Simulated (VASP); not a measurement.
# SnSe (Fm-3m) in VASP: single point with PBEsol

Aim: the single point of SnSe with PBEsol.

Program: VASP 6.6.1. These are calculated values, not measurements. Logs are shortened: lines on timing, memory, paths and dates and some standing lists are left out, and cuts for length are marked.

### 1 The cell of the first run

The structure is cubic, space group Fm-3m (No. 225). Conventional cell: a = 6.020 Å, b = 6.020 Å, c = 6.020 Å, α = 90.00°, β = 90.00°, γ = 90.00°. Sn (site symmetry m-3m) has 6 Se at 3.01 Å within 4.0 Å. Within 4.0 Å of Se (site symmetry m-3m) lie 6 Sn at 3.01 Å.

### 2 Single point, PBEsol

Input file INCAR:

```
SYSTEM = SnSe
PREC     = Accurate       ! precision mode
ENCUT    = 520            ! plane-wave cutoff, eV
EDIFF    = 1E-6           ! SCF threshold, eV
ISMEAR   = 0              ! smearing method
SIGMA    = 0.01           ! smearing width, eV
LREAL    = .FALSE.        ! projectors in reciprocal space
LASPH    = .TRUE.         ! aspherical terms in the spheres
NELM     = 80             ! most SCF steps
ALGO     = Normal         ! electronic algorithm
ISIF     = 2              ! what is computed and relaxed
LWAVE    = .FALSE.        ! write WAVECAR
LCHARG   = .FALSE.        ! write CHGCAR
GGA      = PS             ! functional
NBANDS   = 17             ! bands
```

Input file KPOINTS:

```
regular mesh
0
G
  6 6 6
  0 0 0
```

Input file POSCAR:

```
SnSe
1.0
    0.0000000000      3.0100000000      3.0100000000
    3.0100000000      0.0000000000      3.0100000000
    3.0100000000      3.0100000000      0.0000000000
Sn Se
1 1
Direct
    0.0000000000      0.0000000000      0.0000000000
    0.5000000000      0.5000000000      0.5000000000
```

Potentials or basis: VASP PAW PBE potentials, release 64 (Sn_d, Se).

Run with:

```sh
cat potpaw_PBE.64/Sn_d/POTCAR potpaw_PBE.64/Se/POTCAR > POTCAR
mpirun -np 1 vasp_std > vasp.out
```

OUTCAR:

```text
SYSTEM = SnSe
   PREC = Accurate
   ENCUT = 520
   EDIFF = 1E-6
   ISMEAR = 0
   LREAL = .FALSE.
   LASPH = .TRUE.
   NELM = 80
   ISIF = 2
   GGA = PS

 ion  position               nearest neighbor table
   1  0.000  0.000  0.000-   2 3.01   2 3.01   2 3.01   2 3.01   2 3.01   2 3.01
   2  0.500  0.500  0.500-   1 3.01   1 3.01   1 3.01   1 3.01   1 3.01   1 3.01

  LATTYP: Found a face centered cubic cell.
 ALAT       =     6.0200000000

  Lattice vectors:

 A1 = (   0.0000000000,   3.0100000000,   3.0100000000)
 A2 = (   3.0100000000,   0.0000000000,   3.0100000000)
 A3 = (   3.0100000000,   3.0100000000,   0.0000000000)

Analysis of symmetry for initial positions (statically):
=====================================================================
 Subroutine PRICEL returns:
 Original cell was already a primitive cell.

 Routine SETGRP: Setting up the symmetry group for a
 face centered cubic supercell.

 Subroutine GETGRP returns: Found 48 space group operations
[... 9 lines left out ...]

 Routine SETGRP: Setting up the symmetry group for a
 face centered cubic supercell.

 Subroutine GETGRP returns: Found 48 space group operations
[... 11 lines left out ...]
                                     Primitive cell

  volume of cell :      54.5418

  direct lattice vectors                    reciprocal lattice vectors
     0.000000000  3.010000000  3.010000000    -0.166112957  0.166112957  0.166112957
     3.010000000  0.000000000  3.010000000     0.166112957 -0.166112957  0.166112957
     3.010000000  3.010000000  0.000000000     0.166112957  0.166112957 -0.166112957

  length of vectors
     4.256782823  4.256782823  4.256782823     0.287716081  0.287716081  0.287716081

  position of ions in fractional coordinates (direct lattice)
     0.000000000  0.000000000  0.000000000
     0.500000000  0.500000000  0.500000000

  ion indices of the primitive-cell ions
   primitive index   ion index
                 1           1
                 2           2

----------------------------------------------------------------------------------------

 KPOINTS: regular mesh

Automatic generation of k-mesh.
 Grid dimensions read from file:
 generate k-points for:    6    6    6

 Generating k-lattice:

  Cartesian coordinates                     Fractional coordinates (reciprocal lattice)
    -0.027685493  0.027685493  0.027685493     0.166666667  0.000000000  0.000000000
     0.027685493 -0.027685493  0.027685493     0.000000000  0.166666667  0.000000000
     0.027685493  0.027685493 -0.027685493     0.000000000  0.000000000  0.166666667

  Length of vectors
     0.047952680  0.047952680  0.047952680

  Shift w.r.t. Gamma in fractional coordinates (k-lattice)
     0.000000000  0.000000000  0.000000000

 Subroutine IBZKPT returns following result:
 ===========================================

 Found     16 irreducible k-points:

 Following reciprocal coordinates:
            Coordinates               Weight
  0.000000  0.000000  0.000000      1.000000
  0.166667  0.000000  0.000000      8.000000
  0.333333  0.000000  0.000000      8.000000
  0.500000  0.000000  0.000000      4.000000
  0.166667  0.166667  0.000000      6.000000
  0.333333  0.166667  0.000000     24.000000
[... 8 lines left out ...]
 -0.333333  0.333333  0.166667     24.000000
 -0.333333  0.500000  0.166667     12.000000
   k-points           NKPTS =     16   k-points in BZ     NKDIM =     16   number of bands    NBANDS=     17
   number of dos      NEDOS =    301   number of ions     NIONS =      2
   total plane-waves  NPLWV =  32768
   dimension x,y,z NGX =    32 NGY =   32 NGZ =   32
   dimension x,y,z NGXF=    64 NGYF=   64 NGZF=   64
   ions per type =               1   1
   NGX,Y,Z   is equivalent  to a cutoff of  12.50, 12.50, 12.50 a.u.
   NGXF,Y,Z  is equivalent  to a cutoff of  24.99, 24.99, 24.99 a.u.
 SYSTEM =  SnSe
   PREC   = accura    normal or accurate (medium, high low for compatibility)
   ISTART =      0    job   : 0-new  1-cont  2-samecut
   ICHARG =      2    charge: 1-file 2-atom 10-const
   ISPIN  =      1    spin polarized calculation?
   LNONCOLLINEAR =      F non collinear calculations
   LSORBIT =      F    spin-orbit coupling
   LASPH  =      T    aspherical Exc in radial PAW
   ENCUT  =  520.0 eV  38.22 Ry    6.18 a.u.   7.91  7.91  7.91*2*pi/ulx,y,z
   NELM   =     80;   NELMIN=  2; NELMDL= -5     # of ELM steps
   EDIFF  = 0.1E-05   stopping-criterion for ELM
   LREAL  =      F    real-space projection
   EDIFFG = 0.1E-04   stopping-criterion for IOM
   NSW    =      0    number of steps for IOM
   IBRION =     -1    ionic relax: 0-MD 1-quasi-New 2-CG
   NFREE  =      0    steps in history (QN), initial steepest desc. (CG)
   ISIF   =      2    stress and relaxation
   ISYM   =      2    0-nonsym 1-usesym 2-fastsym
   POTIM  = 0.5000    time-step for ionic-motion
   TEBEG  =    0.0;   TEEND  =   0.0 temperature during run
   PSTRESS=    0.0 pullay stress
   NELECT =      20.0000    total number of electrons
   NUPDOWN=      -1.0000    fix difference up-down
   EMIN   =  10.00;   EMAX   =-10.00  energy-range for DOS
   EFERMI =   0.00;   METHOD = LEGACY
   ISMEAR =     0;   SIGMA  =   0.01  broadening in eV -4-tet -1-fermi 0-gaus
   EFERMI_NEDOS =   21; number of points for ismear=-14 and -15
   IALGO  =     38    algorithm
   IMIX   =      4    mixing-type and parameters
     AMIX     =   0.40;   BMIX     =  1.00
     AMIX_MAG =   1.60;   BMIX_MAG =  1.00
  volume/ion in A,a.u.               =      27.27       184.03
  Fermi-wavevector in a.u.,A,eV,Ry     =   1.171768  2.214321 18.681350  1.373040
  Thomas-Fermi vector in A             =   2.308207
   LORBIT       =      0    0 simple, 1 ext, 2 COOP (PROOUT), +10 PAW based schemes
   GGA     = PS    functional components
   LHFCALC =     F    Hartree Fock is set to
   AEXX    =    0.0000 exact exchange contribution
   IVDW    =     0    specifies the selected vdW correction
   LEPSILON=     F    determine dielectric tensor
   LRPA    =     F    only Hartree local field effects (RPA)
 non-spin polarized calculation
 Gauss-broadening in eV      SIGMA  =   0.01
  energy-cutoff  :      520.00
  volume of cell :       54.54
 maximum number of plane-waves:      1484
   NGX = 15   NGY = 15   NGZ = 15

 number of electron      20.0000005 magnetization

 Free energy of the ion-electron system (eV)
  ---------------------------------------------------
  ext. energy  EPLUGINS =         0.00000000
  ---------------------------------------------------
  free energy    TOTEN  =        -8.99269597 eV

  energy without entropy =       -8.99269597  energy(sigma->0) =       -8.99269597

 E-fermi :   5.4548     XC(G=0):  -9.7816

 val. band max:        5.3508894980   @ k =   0.5000   0.0000   0.0000
 cond. band min:       5.9963849566   @ k =   0.5000   0.0000   0.0000
 fundamental gap:      0.6454954586
 Fermi energy:         5.4548348493

 k-point     1 :       0.0000    0.0000    0.0000
  band No.  band energies     occupation
      1     -16.0512      2.00000
      2     -16.0512      2.00000
      3     -16.0512      2.00000
      4     -16.0510      2.00000
      5     -16.0510      2.00000
      6      -8.4522      2.00000
[... 9 lines left out ...]
     16      11.2411      0.00000
     17      13.5030      0.00000

 k-point     2 :       0.1667    0.0000    0.0000
  band No.  band energies     occupation
      1     -16.0530      2.00000
      2     -16.0530      2.00000
      3     -16.0505      2.00000
      4     -16.0478      2.00000
      5     -16.0478      2.00000
      6      -8.2611      2.00000
[... 9 lines left out ...]
     16      11.8718      0.00000
     17      15.2392      0.00000

 k-point     3 :       0.3333    0.0000    0.0000
  band No.  band energies     occupation
      1     -16.0571      2.00000
      2     -16.0571      2.00000
      3     -16.0493      2.00000
      4     -16.0412      2.00000
      5     -16.0412      2.00000
      6      -7.8035      2.00000
[... 9 lines left out ...]
     16      13.5093      0.00000
     17      17.1662      0.00000

 k-point     4 :       0.5000    0.0000    0.0000
  band No.  band energies     occupation
      1     -16.0591      2.00000
      2     -16.0591      2.00000
      3     -16.0487      2.00000
      4     -16.0379      2.00000
      5     -16.0379      2.00000
      6      -7.5156      2.00000
[... 9 lines left out ...]
     16      15.6123      0.00000
     17      15.6123      0.00000

 k-point     5 :       0.1667    0.1667    0.0000
  band No.  band energies     occupation
      1     -16.0563      2.00000
      2     -16.0528      2.00000
      3     -16.0490      2.00000
      4     -16.0468      2.00000
      5     -16.0468      2.00000
      6      -8.1973      2.00000
[... 9 lines left out ...]
     16      12.9372      0.00000
     17      13.9293      0.00000

 k-point     6 :       0.3333    0.1667    0.0000
  band No.  band energies     occupation
      1     -16.0615      2.00000
      2     -16.0521      2.00000
      3     -16.0511      2.00000
      4     -16.0427      2.00000
      5     -16.0403      2.00000
      6      -7.8252      2.00000
[... 9 lines left out ...]
     16      14.4217      0.00000
     17      16.0072      0.00000
[... 121 lines left out ...]
 k-point    13 :       0.5000    0.5000    0.0000
  band No.  band energies     occupation
      1     -16.0801      2.00000
      2     -16.0579      2.00000
      3     -16.0432      2.00000
      4     -16.0332      2.00000
      5     -16.0332      2.00000
      6      -7.2364      2.00000
[... 9 lines left out ...]
     16      16.9772      0.00000
     17      18.0413      0.00000

 k-point    14 :       0.5000    0.3333    0.1667
  band No.  band energies     occupation
      1     -16.0663      2.00000
      2     -16.0511      2.00000
      3     -16.0508      2.00000
      4     -16.0396      2.00000
      5     -16.0380      2.00000
      6      -7.4846      2.00000
[... 9 lines left out ...]
     16      15.3478      0.00000
     17      15.8545      0.00000

 k-point    15 :      -0.3333    0.3333    0.1667
  band No.  band energies     occupation
      1     -16.0677      2.00000
      2     -16.0522      2.00000
      3     -16.0454      2.00000
      4     -16.0441      2.00000
      5     -16.0354      2.00000
      6      -7.2898      2.00000
[... 9 lines left out ...]
     16      16.8197      0.00000
     17      16.8237      0.00000

 k-point    16 :      -0.3333    0.5000    0.1667
  band No.  band energies     occupation
      1     -16.0736      2.00000
      2     -16.0519      2.00000
      3     -16.0477      2.00000
      4     -16.0395      2.00000
      5     -16.0332      2.00000
      6      -7.2152      2.00000
[... 9 lines left out ...]
     16      16.5659      0.00000
     17      18.1431      0.00000

------------------------ aborting loop because EDIFF is reached ----------------------------------------

  FORCE on cell =-STRESS in cart. coord.  units (eV):
  Direction    XX          YY          ZZ          XY          YZ          ZX
  --------------------------------------------------------------------------------------
  -------------------------------------------------------------------------------------
  Total       -0.7667899     -0.7667899     -0.7667899      0.0000000      0.0000000      0.0000000
  in kB      -22.5246202    -22.5246202    -22.5246202      0.0000000      0.0000000      0.0000000
  external PRESSURE =     -22.5246202 kB  Pullay stress =       0.0000000 kB

 VOLUME and BASIS-vectors are now :
 -----------------------------------------------------------------------------
  energy-cutoff  :      520.00
  volume of cell :       54.54
      direct lattice vectors                 reciprocal lattice vectors
     0.000000000  3.010000000  3.010000000    -0.166112957  0.166112957  0.166112957
     3.010000000  0.000000000  3.010000000     0.166112957 -0.166112957  0.166112957
     3.010000000  3.010000000  0.000000000     0.166112957  0.166112957 -0.166112957

 POSITION                                       TOTAL-FORCE (eV/Angst)
 -----------------------------------------------------------------------------------
      0.00000      0.00000      0.00000         0.000000      0.000000     -0.000000
      3.01000      3.01000      3.01000        -0.000000     -0.000000      0.000000
 -----------------------------------------------------------------------------------
    total drift:                                0.000000     -0.000000     -0.000000

  FREE ENERGIE OF THE ION-ELECTRON SYSTEM (eV)
  ---------------------------------------------------
  free  energy   TOTEN  =        -8.9926959663 eV

  energy  without entropy=       -8.9926959663  energy(sigma->0) =       -8.99269597
```

Run time: 13 s. Hardware: 1 thread of AMD EPYC 7R43 (Zen 3), shared host; peak memory 0.14 GiB.

Results:

```yaml
Free_energy: -8.9927 eV
Pressure: -2.3 GPa
Band_gap_on_the_k_mesh: 0.65 eV, direct
```

Levels at points of the mesh, in eV from the valence-band top:
```tsv
k point	band 7	band 8	band 9	band 10	band 11	band 12	band 13	band 14
(0.00, 0.00, 0.00)	-5.03	-2.11	-2.11	-2.11	4.37	4.37	4.37	5.89
(0.50, 0.00, 0.00)	-7.99	-1.86	-1.86	0.00	0.65	1.30	1.30	8.20
(0.50, 0.50, 0.00)	-5.95	-5.42	-3.57	-3.57	3.01	5.41	5.41	6.01
```

Caveat: the PAW data sets were made with another functional, which shifts forces and pressure a little; spin-orbit coupling is left out, which moves the levels of the heavy elements. A k mesh can miss the band edges.
